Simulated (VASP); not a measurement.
Runs of VASP 6.6.1 on AlP. The structure is that of space group F-43m (No. 216), or close to it. The cells are those of the table. 

| cell | gap on the mesh (eV) | pressure (GPa) |
| --- | --- | --- |
| a = 3.930 Å, angles 60.0°, 2 atoms | 1.53 | -3.7 |
| a = 3.816 Å, angles 60.0°, 2 atoms | (b) | 4.0 |
| a = 3.854 Å, angles 60.0°, 2 atoms | 1.42 | 1.0 |
| a = 3.893 Å, angles 60.0°, 2 atoms | (c) | (a) |
| a = 3.776 Å, angles 60.0°, 2 atoms | 1.29 | 7.4 |

Alike in all rows: task single point; level PBEsol; potentials or basis VASP PAW PBE potentials, release 64 (Al, P); no spin polarisation; k mesh 6 × 6 × 6; cutoff (eV) 500; smearing fermi-dirac 0.01 eV.

Problem. Fill in the values left out.

Solution. (a) -1.5; (b) 1.36; (c) 1.48.

Caveats: the PAW data sets were made with another functional, which shifts forces and pressure a little.

A k mesh can miss the band edges.
